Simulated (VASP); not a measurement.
# MgO (R-3m) in VASP: further runs, part 2 of 2

VASP 6.6.1. The steps go on from the part before.

## (5) Single point, PBEsol

This run uses another cell than the first one, of the same volume but with other edges.

INCAR reads:

```
  PREC = Accurate
  ENCUT = 520
  EDIFF = 1E-6
  ISMEAR = 0
  SIGMA = 0.05
  LREAL = False
  LASPH = True
  NELM = 100
  ALGO = Normal
  ISIF = 2
  LWAVE = False
  LCHARG = False
  GGA = PS
  NBANDS = 11
```

KPOINTS reads:

```
Automatic mesh
0
Gamma
  10 10 10
```

POSCAR reads:

```
MgO
1.0
    0.8239043578      2.5894136959      2.5894136959
    2.5894136959      0.8239043578      2.5894136959
    2.5894136959      2.5894136959      0.8239043578
Mg O
1 1
Direct
    0.0000000000      0.0000000000      0.0000000000
    0.5000000000      0.5000000000      0.5000000000
```

Potentials or basis: VASP PAW PBE potentials, release 64 (Mg, O).

Launch:

```
$ cat potpaw_PBE.64/Mg/POTCAR potpaw_PBE.64/O/POTCAR > POTCAR
$ mpirun -np 1 vasp_std > vasp.out
```

OUTCAR:

```text
PREC = Accurate
   ENCUT = 520
   EDIFF = 1E-6
   ISMEAR = 0
   LREAL = False
   LASPH = True
   NELM = 100
   ISIF = 2
   GGA = PS

 ion  position               nearest neighbor table
   1  0.000  0.000  0.000-   2 2.25   2 2.25   2 2.25   2 2.25   2 2.25   2 2.25
   2  0.500  0.500  0.500-   1 2.25   1 2.25   1 2.25   1 2.25   1 2.25   1 2.25

  LATTYP: Found a trigonal (rhomboedric) cell.
 ALAT       =     3.7535243396
 COS(alpha) =     0.7787610620

  Lattice vectors:

 A1 = (   0.8239043578,   2.5894136959,   2.5894136959)
 A2 = (   2.5894136959,   0.8239043578,   2.5894136959)
 A3 = (   2.5894136959,   2.5894136959,   0.8239043578)

Analysis of symmetry for initial positions (statically):
=====================================================================
 Subroutine PRICEL returns:
 Original cell was already a primitive cell.

 Routine SETGRP: Setting up the symmetry group for a
 trigonal (rhombohedral) supercell.

 Subroutine GETGRP returns: Found 12 space group operations
 (whereof 12 operations were pure point group operations)
 out of a pool of 12 trial point group operations.

The static configuration has the point symmetry D_3d.

Analysis of symmetry for dynamics (positions and initial velocities):
=====================================================================
 Subroutine PRICEL returns:
 Original cell was already a primitive cell.

 Routine SETGRP: Setting up the symmetry group for a
 trigonal (rhombohedral) supercell.

 Subroutine GETGRP returns: Found 12 space group operations
 (whereof 12 operations were pure point group operations)
 out of a pool of 12 trial point group operations.

The dynamic configuration has the point symmetry D_3d.

 Subroutine INISYM returns: Found 12 space group operations
 (whereof 12 operations are pure point group operations),
 and found     1 'primitive' translations

----------------------------------------------------------------------------------------
[... 115 lines left out ...]
  Fermi-wavevector in a.u.,A,eV,Ry     =   1.233318  2.330634 20.695468  1.521074
  Thomas-Fermi vector in A             =   2.368053
   LORBIT       =      0    0 simple, 1 ext, 2 COOP (PROOUT), +10 PAW based schemes
   GGA     = PS    functional components
   LHFCALC =     F    Hartree Fock is set to
   AEXX    =    0.0000 exact exchange contribution
   IVDW    =     0    specifies the selected vdW correction
   LEPSILON=     F    determine dielectric tensor
   LRPA    =     F    only Hartree local field effects (RPA)
 non-spin polarized calculation
 Gauss-broadening in eV      SIGMA  =   0.05
  energy-cutoff  :      520.00
  volume of cell :       18.71
 maximum number of plane-waves:       520
   NGX = 13   NGY = 13   NGZ = 13

 number of electron       8.0000000 magnetization

 Free energy of the ion-electron system (eV)
  ---------------------------------------------------
  ext. energy  EPLUGINS =         0.00000000
  ---------------------------------------------------
  free energy    TOTEN  =        -8.23288977 eV

  energy without entropy =       -8.23232834  energy(sigma->0) =       -8.23260905

 E-fermi :   5.7742     XC(G=0): -11.4872

 val. band max:        5.7450877904   @ k =  -0.1000   0.2000   0.1000
 cond. band min:       5.8143298918   @ k =   0.2000   0.2000   0.1000
 fundamental gap:      0.0692421014
 Fermi energy:         5.7742135702

 k-point     1 :       0.0000    0.0000    0.0000
  band No.  band energies     occupation
      1     -13.4784      2.00000
      2       0.4393      2.00000
      3       2.7203      2.00000
      4       6.1287      0.00000
      5       6.1287      0.00000
      6      18.4647      0.00000
      7      18.5881      0.00000
      8      23.6764      0.00000
      9      23.6764      0.00000
     10      29.1765      0.00000
     11      29.1766      0.00000
[... 309 lines left out ...]
 k-point    24 :       0.4000    0.3000    0.0000
  band No.  band energies     occupation
      1     -11.6240      2.00000
      2       0.2839      2.00000
      3       1.5937      2.00000
      4       4.7019      2.00000
      5       8.1266      0.00000
      6      12.3207      0.00000
      7      18.4101      0.00000
      8      19.3647      0.00000
      9      22.7511      0.00000
     10      23.8503      0.00000
     11      26.9280      0.00000

 [... further k-points ...]
[... 5 lines left out ...]
  --------------------------------------------------------------------------------------
  -------------------------------------------------------------------------------------
  Total        2.2074350      2.2074350      2.2074350     -7.3511357     -7.3511357     -7.3511357
  in kB      189.0207711    189.0207711    189.0207711   -629.4714662   -629.4714662   -629.4714662
  external PRESSURE =     189.0207711 kB  Pullay stress =       0.0000000 kB

 VOLUME and BASIS-vectors are now :
 -----------------------------------------------------------------------------
  energy-cutoff  :      520.00
  volume of cell :       18.71
      direct lattice vectors                 reciprocal lattice vectors
     0.823904358  2.589413696  2.589413696    -0.322075584  0.244333202  0.244333202
     2.589413696  0.823904358  2.589413696     0.244333202 -0.322075584  0.244333202
     2.589413696  2.589413696  0.823904358     0.244333202  0.244333202 -0.322075584

 POSITION                                       TOTAL-FORCE (eV/Angst)
 -----------------------------------------------------------------------------------
      0.00000      0.00000      0.00000        -0.000000      0.000000     -0.000000
      3.00137      3.00137      3.00137         0.000000     -0.000000      0.000000
 -----------------------------------------------------------------------------------
    total drift:                                0.000000      0.000000      0.000000

  FREE ENERGIE OF THE ION-ELECTRON SYSTEM (eV)
  ---------------------------------------------------
  free  energy   TOTEN  =        -8.2328897680 eV

  energy  without entropy=       -8.2323283371  energy(sigma->0) =       -8.23260905
```

It took 15 s on 1 thread of Intel Xeon 6975P-C (Granite Rapids), shared host; peak memory 0.17 GiB.

Results:

```yaml
Free_energy: -8.2329 eV
Pressure: 18.9 GPa
Band_gap_on_the_k_mesh: zero (band 4 reaches 6.13 eV, above the bottom of band 5 at 5.58 eV)
```

Caveat: the PAW data sets were made with another functional, which shifts forces and pressure a little.

## (6) Single point, PBEsol

This run uses another cell than the first one, of the same volume but with other edges.

INCAR reads:

```
SYSTEM = MgO
ALGO = Normal
EDIFF = 1E-6
ENCUT = 520
GGA = PS
ISIF = 2
ISMEAR = 0
LASPH = .True.
LCHARG = .True.
LELF = .True.
LREAL = .False.
LVHAR = .True.
LWAVE = .False.
NBANDS = 11
NELM = 60
PREC = Accurate
SIGMA = 0.05
```

KPOINTS reads:

```
k-points
0
Gamma
  10 10 10
  0 0 0
```

POSCAR reads:

```
MgO
1.0
    0.1095327023      2.1632708696      2.1632708696
    2.1632708696      0.1095327023      2.1632708696
    2.1632708696      2.1632708696      0.1095327023
Mg O
1 1
Direct
    0.0000000000      0.0000000000      0.0000000000
    0.5000000000      0.5000000000      0.5000000000
```

Potentials or basis: VASP PAW PBE potentials, release 64 (Mg, O).

Launch:

```
$ cat potpaw_PBE.64/Mg/POTCAR potpaw_PBE.64/O/POTCAR > POTCAR
$ mpirun -np 1 vasp_std > vasp.out
```

Wall time 7.4 s (1 thread of Intel Xeon 6975P-C (Granite Rapids), shared host); peak memory 0.15 GiB.

Results (log left out):

| Quantity | Value |
| --- | --- |
| Free energy | -12.4403 eV |
| Pressure | -0.4 GPa |
| Band gap on the k mesh | 4.28 eV, direct |

Stress tensor (GPa, compression positive):
```
-0.43 -8.30 -8.30
-8.30 -0.43 -8.30
-8.30 -8.30 -0.43
```

Levels at points of the mesh, in eV from the valence-band top:
| k point | band 1 | band 2 | band 3 | band 4 | band 5 | band 6 | band 7 | band 8 | band 9 |
| --- | --- | --- | --- | --- | --- | --- | --- | --- | --- |
| (0.00, 0.00, 0.00) | -17.42 | -0.64 | 0.00 | 0.00 | 4.28 | 14.11 | 16.15 | 16.15 | 19.06 |
| (0.50, 0.00, 0.00) | -16.03 | -4.80 | -1.20 | -0.76 | 7.26 | 12.44 | 15.21 | 16.09 | 20.20 |
| (0.50, 0.50, 0.00) | -15.83 | -4.36 | -1.88 | -1.26 | 8.39 | 9.94 | 12.59 | 18.21 | 19.05 |
| (0.50, 0.50, 0.50) | -16.30 | -5.19 | -0.53 | -0.53 | 8.06 | 11.39 | 17.05 | 17.05 | 21.20 |

Caveat: the PAW data sets were made with another functional, which shifts forces and pressure a little.

## (7) The runs side by side

```csv
cell,gap on the mesh (eV),pressure (GPa)
"a = 2.675 Å, angles 82.7°, 2 atoms",2.61,-2.4
"a = 2.840 Å, angles 67.3°, 2 atoms",3.68,-0.4
"a = 3.189 Å, angles 52.2°, 2 atoms",3.25,0.3
"a = 3.754 Å, angles 38.9°, 2 atoms",none,18.9
"a = 3.061 Å, angles 56.6°, 2 atoms",4.28,-0.4
```

Alike in all rows: task single point; level PBEsol; potentials or basis VASP PAW PBE potentials, release 64 (Mg, O); no spin polarisation; k mesh 10 × 10 × 10; cutoff (eV) 520; smearing gaussian 0.05 eV.

Caveats: the PAW data sets were made with another functional, which shifts forces and pressure a little.

Total energies depend on the potentials used, so only differences within one code and one set of settings carry meaning.
